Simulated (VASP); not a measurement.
The system is Ni.

```xyz
1
Lattice="-1.3837 1.3837 1.3837 1.3837 -1.3837 1.3837 1.3837 1.3837 -1.3837" Properties=species:S:1:pos:R:3 pbc="T T T"
Ni    0.0000    0.0000    0.0000
```

Program: VASP 6.6.1. Alike in all runs: task single point; potentials or basis VASP PAW PBE potentials, release 64 (Ni); spin collinear, ferromagnetic start; cell as given; k mesh 11 × 11 × 11; cutoff (eV) 520; smearing fermi-dirac 0.05 eV.

Task: Order these runs on this cell by their pressure, lowest first.
A. level PBEsol; fixed moment (μB) 0.8
B. level PBE; fixed moment (μB) 0.8
C. level PBEsol; fixed moment (μB) 0.5
D. level PBEsol; fixed moment (μB) 1.0
E. level PBEsol; fixed moment (μB) 1.2

Result: C (-3.0 GPa), A (-0.4 GPa), D (2.1 GPa), E (5.3 GPa), B (9.8 GPa).

Caveats: the total moment is fixed, so each spin has its own Fermi level; the PAW data sets were made with another functional, which shifts forces and pressure a little (some runs).
